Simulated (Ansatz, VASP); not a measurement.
## One calculation of Hf3O8, two programs

```
CELL_PARAMETERS angstrom
3.60456 0.00000 0.00000
-1.80228 3.12164 0.00000
0.00000 0.00000 25.30088
ATOMIC_POSITIONS crystal
O 0.66667 0.33333 0.29962
O 0.00000 0.00000 0.35777
O 0.33333 0.66667 0.41268
O 0.66667 0.33333 0.47187
O 0.00000 0.00000 0.52813
O 0.33333 0.66667 0.58732
O 0.66667 0.33333 0.64223
O 0.00000 0.00000 0.70038
Hf 0.66667 0.33333 0.37760
Hf 0.33333 0.66667 0.50000
Hf 0.00000 0.00000 0.62240
```

Alike in both runs: functional PBE; k mesh 9 × 9 × 1; occupations gaussian, width 0.05 eV; no spin polarisation.

Ansatz relaxed the structure, and its values are those at the end. VASP's run is a single point on that final structure, the one shown.

|  | VASP | Ansatz |
| --- | --- | --- |
| version | VASP 6.6.1 | Ansatz 0.2.0 |
| potentials or method | VASP PAW PBE potentials, release 64 (O, Hf_pv), cutoff 520 eV | scalar-relativistic, plane waves, PAW |
| valence electrons in the cell | 78 | 126 |

|  | VASP | Ansatz | Ansatz less VASP |
| --- | --- | --- | --- |
| gap on the k mesh at the Fermi level (eV) | none | none | - |
| rms of the force components (eV/Å) | 0.030 | 0.001 | -0.0285 |

A gap of «none» marks a metal or a gap that the smearing closes. VASP's potentials hold 78 valence electrons a cell and Ansatz's 126, so a difference there can come from the potentials and not from the codes. Ansatz's warnings: xc potential rough in thin density.

Neither program's run includes spin-orbit coupling.
